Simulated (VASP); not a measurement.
Here is a VASP 6.6.1 calculation.

The input INCAR:

```
ALGO     = Normal         # electronic algorithm
EDIFF    = 1E-7           # SCF threshold, eV
ENCUT    = 520            # plane-wave cutoff, eV
GGA      = PE             # functional
ISIF     = 2              # what is computed and relaxed
ISMEAR   = 0              # smearing method
LASPH    = T              # aspherical terms in the spheres
LCHARG   = T              # write CHGCAR
LELF     = T              # ELF
LREAL    = F              # projectors in reciprocal space
LVHAR    = T            
LWAVE    = F              # write WAVECAR
NBANDS   = 16             # bands
NELM     = 80             # most SCF steps
PREC     = Accurate       # precision mode
SIGMA    = 0.05           # smearing width, eV
```

Contents of KPOINTS:

```
k-points
0
Gamma
  12 12 6
```

POSCAR

```
BN
1.0
    2.3496244336      0.0000000000      0.0000000000
   -1.1748122168      2.0348344488      0.0000000000
    0.0000000000      0.0000000000      4.5650034000
B N
2 2
Direct
    0.6666666667      0.3333333333      0.9997240000
    0.3333333333      0.6666666667      0.4997240000
    0.6666666667      0.3333333333      0.6252760000
    0.3333333333      0.6666666667      0.1252760000
```

Potentials or basis: VASP PAW PBE potentials, release 64 (B, N).

Run with:

```console
$ cat potpaw_PBE.64/B/POTCAR potpaw_PBE.64/N/POTCAR > POTCAR
$ mpirun -np 1 vasp_std > vasp.out
```

Q: Predict the pressure.

A: 53.2 GPa.

Q: Estimate the largest force.

A: 0.171 eV/Å.

Q: Estimate the band gap on the k mesh.

A: 3.55 eV, direct.

Forces on the atoms (eV/Å):
```
B    0.000  0.000  0.171
B    0.000  0.000  0.171
N    0.000  0.000 -0.171
N    0.000  0.000 -0.171
```

Caveat: the cell differs from its parent crystal (strain -0.080 along x and y, +0.080 along z). A k mesh can miss the band edges.
